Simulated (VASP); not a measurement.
Wanted: the native input for a VASP 6.6.1 run.

```
Task                   : single point
Functional             : PBEsol
Potentials or basis    : VASP PAW PBE potentials, release 64 (Na_pv, S)
Cutoff                 : 500 eV
k mesh                 : 6 × 6 × 6
Occupations            : gaussian, width 0.01 eV
Spin                   : no spin polarisation
Dipole correction      : no
Further INCAR settings : ALGO = Normal; EDIFF = 1e-06; NBANDS = 17
```

The structure of Na2S lies in POSCAR:

```
Na2S
1.0
    0.0000000000      3.2343692012      3.2343692012
    3.2343692012      0.0000000000      3.2343692012
    3.2343692012      3.2343692012      0.0000000000
Na S
2 1
Direct
    0.2500000000      0.2500000000      0.2500000000
    0.7500000000      0.7500000000      0.7500000000
    0.0000000000      0.0000000000      0.0000000000
```

These files were run (other wordings do the same):

INCAR

```
PREC     = Accurate       # precision mode
ENCUT    = 500            # plane-wave cutoff, eV
EDIFF    = 1E-6           # SCF threshold, eV
ISMEAR   = 0              # smearing method
SIGMA    = 0.01           # smearing width, eV
LREAL    = F              # projectors in reciprocal space
LASPH    = T              # aspherical terms in the spheres
NELM     = 120            # most SCF steps
ALGO     = Normal         # electronic algorithm
ISIF     = 2              # what is computed and relaxed
LWAVE    = F              # write WAVECAR
LCHARG   = T              # write CHGCAR
GGA      = PS             # functional
LELF     = T              # ELF
LVHAR    = T            
NBANDS   = 17             # bands
GGA_COMPAT= F
```

KPOINTS

```
Automatic mesh
0
Gamma
  6 6 6
```

Potentials or basis: VASP PAW PBE potentials, release 64 (Na_pv, S).

The run is started by

```console
$ cat potpaw_PBE.64/Na_pv/POTCAR potpaw_PBE.64/S/POTCAR > POTCAR
$ mpirun -np 1 vasp_std > vasp.out
```

It gave:

The pressure is 0.5 GPa. The band gap on the k mesh is 2.47 eV.

Caveat: the PAW data sets were made with another functional, which shifts forces and pressure a little.

Run time: 24 s on 1 thread of Intel(R) Xeon(R) Platinum 8488C (Sapphire Rapids), with other jobs on the host, peak memory 0.19 GiB.
